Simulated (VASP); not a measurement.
Here is a VASP 6.6.1 calculation.

The input INCAR:

```
SYSTEM = LaSi2OsRu2
PREC = Accurate
ENCUT = 560
EDIFF = 1E-6
ISMEAR = 0
SIGMA = 0.024
LREAL = .False.
LASPH = .True.
NELM = 200
ALGO = Normal
ISIF = 2
LWAVE = .False.
LCHARG = .False.
GGA = PE
NBANDS = 42
GGA_COMPAT = .False.
LMAXMIX = 6
```

KPOINTS

```
Automatic mesh
0
Gamma
  4 4 3
  0 0 0
```

Contents of POSCAR:

```
LaSi2OsRu2
1.0
    4.7104731093      0.0000000000      0.0000000000
    0.0000000000      4.7104731093      0.0000000000
    0.0000000000      0.0000000000      5.5102849302
La Os Si Ru
1 1 2 2
Direct
    0.0000000000      0.0000000000      0.5000000000
    0.0000000000      0.0000000000      0.0000000000
    0.5000000000      0.5000000000      0.2398069342
    0.5000000000      0.5000000000      0.7601930658
    0.0000000000      0.5000000000      0.0000000000
    0.5000000000      0.0000000000      0.0000000000
```

Potentials or basis: VASP PAW PBE potentials, release 64 (La, Os_sv_GW, Si, Ru_sv).

Launch:

```console
$ cat potpaw_PBE.64/La/POTCAR potpaw_PBE.64/Os_sv_GW/POTCAR potpaw_PBE.64/Si/POTCAR potpaw_PBE.64/Ru_sv/POTCAR > POTCAR
$ mpirun -np 1 vasp_std > vasp.out
```

**Question.** Estimate the pressure.

**Answer.** -0.3 GPa.

**Question.** What does it give for the band gap on the k mesh?

**Answer.** Zero (an odd number of electrons rules out a gap without spin polarisation).

Caveat: the k points lie up to 0.38 Å⁻¹ apart, too coarse for converged energies and pressures of a metal; spin-orbit coupling is left out, which moves the levels of the heavy elements.
